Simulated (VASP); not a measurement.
Set up this calculation in VASP 6.6.1, as the native input.

| Quantity | Value |
| --- | --- |
| Task | single point |
| Functional | PBE |
| Potentials or basis | VASP PAW PBE potentials, release 64 (B, Bi_d) |
| Cutoff | 500 eV |
| k mesh | 4 × 4 × 4 |
| Occupations | gaussian, width 0.01 eV |
| Spin | no spin polarisation |
| Dipole correction | no |
| Further INCAR settings | ALGO = Normal; EDIFF = 1e-06; NBANDS = 16 |

The structure of BiB lies in POSCAR:

```
BiB
1.0
    0.0000000000      2.7448744764      2.7448744764
    2.7448744764      0.0000000000      2.7448744764
    2.7448744764      2.7448744764      0.0000000000
B Bi
1 1
Direct
    0.0000000000      0.0000000000      0.0000000000
    0.2500000000      0.2500000000      0.2500000000
```

The input as run:

INCAR

```
PREC = Accurate
ENCUT = 500
EDIFF = 1E-6
ISMEAR = 0
SIGMA = 0.01
LREAL = False
LASPH = True
NELM = 120
ALGO = Normal
ISIF = 2
LWAVE = False
LCHARG = True
GGA = PE
LELF = True
LVHAR = True
NBANDS = 16
GGA_COMPAT = False
```

KPOINTS

```
regular mesh
0
Gamma
  4 4 4
```

Potentials or basis: VASP PAW PBE potentials, release 64 (B, Bi_d).

Run with:

```sh
$ cat potpaw_PBE.64/B/POTCAR potpaw_PBE.64/Bi_d/POTCAR > POTCAR
$ mpirun -np 1 vasp_std > vasp.out
```

It gave:

```json
{"Pressure": "1.0 GPa", "Band gap on the k mesh": "0.28 eV"}
```

Caveat: the k points lie up to 0.50 Å⁻¹ apart; the structure was generated, so it needn't be the stable form of BiB; spin-orbit coupling is left out, which moves the levels of the heavy elements.

It took 7.3 s on 1 thread of Intel(R) Xeon(R) Platinum 8259CL CPU @ 2.50GHz (Skylake/Cascade Lake) (shared host), peak memory 0.15 GiB.
